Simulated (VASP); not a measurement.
Write the native input for VASP 6.6.1 that does the following.

```yaml
Task: relaxation of cell and atoms
Functional: PBE
Potentials_or_basis: VASP PAW PBE potentials, release 64 (Ir, Pt)
Cutoff: 500 eV
k_mesh: 7 × 7 × 4
Occupations: gaussian, width 0.2 eV
Spin: no spin polarisation
Dipole_correction: no
Further_INCAR_settings: ALGO = Normal; EDIFF = 1e-07; IBRION = 2; EDIFFG = -0.08; NSW = 36; ISIF = 3
```

The structure of IrPt2 lies in POSCAR:

```
IrPt2
1.0
    3.0094552000      0.0000000000      0.0000000000
   -1.5047276000      2.6062646500      0.0000000000
    0.0000000000      0.0000000000      5.6671777700
Ir Pt
1 2
Direct
    0.0000000000      0.0000000000      0.5000000000
    0.0000000000      0.0000000000      0.1756373000
    0.0000000000      0.0000000000      0.8243627000
```

The cell was built from a structure type or drawn by symmetry, and may not be a known phase.

These files were run (other wordings do the same):

INCAR

```
SYSTEM = IrPt2
  PREC = Accurate
  ENCUT = 500
  EDIFF = 1E-7
  ISMEAR = 0
  SIGMA = 0.2
  LREAL = .False.
  LASPH = .True.
  NELM = 120
  ALGO = Normal
  ISIF = 3
  LWAVE = .False.
  LCHARG = .False.
  GGA = PE
  IBRION = 2
  NSW = 36
  EDIFFG = -0.08
  GGA_COMPAT = .False.
  NELMIN = 4
```

KPOINTS

```
regular mesh
0
Gamma
  7 7 4
  0 0 0
```

Potentials or basis: VASP PAW PBE potentials, release 64 (Ir, Pt).

The run is started by

```console
$ cat potpaw_PBE.64/Ir/POTCAR potpaw_PBE.64/Pt/POTCAR > POTCAR
$ mpirun -np 1 vasp_std > vasp.out
```

It gave:

```json
{
  "Relaxed volume": "16.50 Å³/atom",
  "Relaxed cell": "a = 2.670 Å, b = 2.670 Å, c = 8.021 Å, α = 90.00°, β = 90.00°, γ = 120.00°",
  "Space group after relaxing (to 0.1 Å)": "P6/mmm (No. 191)",
  "Pressure after relaxing": "0.0 GPa",
  "Largest force after relaxing": "0.056 eV/Å",
  "Band gap on the k mesh": "zero (an odd number of electrons rules out a gap without spin polarisation)"
}
```

Caveat: a cell axis changed by over 15 % at a fixed basis, so the end point is rough; spin-orbit coupling is left out, which moves the levels of the heavy elements; the relaxation stopped at a loose force limit of 0.08 eV/Å, so its end isn't a converged minimum.

It took 11 min on 1 thread of Intel(R) Xeon(R) Platinum 8375C CPU @ 2.90GHz (Ice Lake), with other jobs on the host, peak memory 0.19 GiB.
